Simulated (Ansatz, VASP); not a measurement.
# One calculation of Pd, two programs

```
Pd
1.0
     3.90387    0.00000    0.00000
    -1.95193    3.38085    0.00000
     0.00000    0.00000    2.31941
Pd
3
Direct
  0.00000 0.00000 0.00000
  0.33333 0.66667 0.50000
  0.66667 0.33333 0.50000
```

Change from the starting cell: volume scaled by 0.65, PAW files.

Alike in both runs: task single point; functional PBE; k mesh 9 × 9 × 12; occupations fermi-dirac, width 0.1 eV; no spin polarisation.

|  | VASP | Ansatz |
| --- | --- | --- |
| version | VASP 6.6.1 | Ansatz 0.2.0 |
| potentials or method | VASP PAW PBE potentials, release 64 (Pd) | PAW with Ansatz's default frozen-core files, scalar-relativistic |
| plane-wave cutoff (eV) | 520 | 420 |
| valence electrons in the cell | 30 | 54 |

|  | VASP | Ansatz | Ansatz less VASP |
| --- | --- | --- | --- |
| pressure (GPa) | 213.3 | 214.4 | +1.09 |
| traceless stress, the component that is largest in VASP (GPa) | 0.27 | 0.00 | -0.269 |

Both programs put the cell under a high pressure, so it lies far from rest at this level. VASP's potentials hold 30 valence electrons a cell and Ansatz's 54, so a difference there can come from the potentials and not from the codes.

Noted on VASP's run: the cell as given lies far from equilibrium.
